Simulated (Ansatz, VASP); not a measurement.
# One calculation of BiBrO, two programs

INCAR

```
SYSTEM = BiBrO
PREC = Accurate ; ENCUT = 520
EDIFF = 1E-6 ; ISMEAR = 0
SIGMA = 0.05 ; LREAL = .FALSE.
LASPH = .TRUE. ; NELM = 80
ALGO = Normal ; ISIF = 2
LWAVE = .FALSE. ; LCHARG = .FALSE.
NBANDS = 37
```

KPOINTS

```
regular mesh
0
G
  8 8 4
  0 0 0
```

File POSCAR:

```
BiBrO
1.0
    3.8826151614      0.0000000000      0.0000000000
    0.0000000000      3.8826151614      0.0000000000
    0.0000000000      0.0000000000      8.0182000000
Bi Br O
2 2 2
Direct
    0.0000000000      0.5000000000      0.1575579020
    0.5000000000      0.0000000000      0.8424420980
    0.0000000000      0.5000000000      0.6517216503
    0.5000000000      0.0000000000      0.3482783497
    0.0000000000      0.0000000000      0.0000000000
    0.5000000000      0.5000000000      0.0000000000
```

Input for Ansatz:

```yaml
crystal:
  lattice:
    - [3.8826151614, 0.0, 0.0]
    - [0.0, 3.8826151614, 0.0]
    - [0.0, 0.0, 8.0182]
  atoms:
    - { symbol: Bi, position: [0.0, 0.5, 0.157557902] }
    - { symbol: Bi, position: [0.5, 0.0, 0.842442098] }
    - { symbol: Br, position: [0.0, 0.5, 0.6517216503] }
    - { symbol: Br, position: [0.5, 0.0, 0.3482783497] }
    - { symbol: O, position: [0.0, 0.0, 0.0] }
    - { symbol: O, position: [0.5, 0.5, 0.0] }
basis:
  ecutwfc: 520.0
kpoints:
  mp_grid: { grid: [8, 8, 4] }
hamiltonian:
  xc: lda
  pseudopotentials: { kind: paw }
scf:
  occupations: { method: gaussian, width: 0.05 }
output:
  forces: true
  stress: true
  eigenvalues: true
```

Alike in both runs: task single point; functional LDA; k mesh 8 × 8 × 4; occupations gaussian, width 0.05 eV; no spin polarisation.

|  | VASP | Ansatz |
| --- | --- | --- |
| version | VASP 6.6.1 | Ansatz 0.2.0 |
| potentials or method | VASP PAW LDA potentials, release 64 (Bi_d, Br, O), cutoff 520 eV | scalar-relativistic, plane waves, PAW |
| valence electrons in the cell | 56 | 56 |

Ansatz gave:

```
gap on the k mesh at the Fermi level (eV)                     : 2.09
least direct gap on the mesh (eV)                             : 2.31
pressure (GPa)                                                : -1.3
traceless stress, the component that is largest in VASP (GPa) : -0.40
rms of the force components (eV/Å)                            : 0.099
```

Q: Estimate VASP's values.

A: gap on the k mesh at the Fermi level (eV): 2.08; least direct gap on the mesh (eV): 2.30; pressure (GPa): -1.0; traceless stress, the component that is largest in VASP (GPa): -0.45; rms of the force components (eV/Å): 0.072.

LDA's correlation is that of Perdew and Zunger in VASP and of Perdew and Wang (1992) in Ansatz. Atom by atom the forces differ by 0.027 eV/Å (rms over components).

Spin-orbit coupling is off throughout.
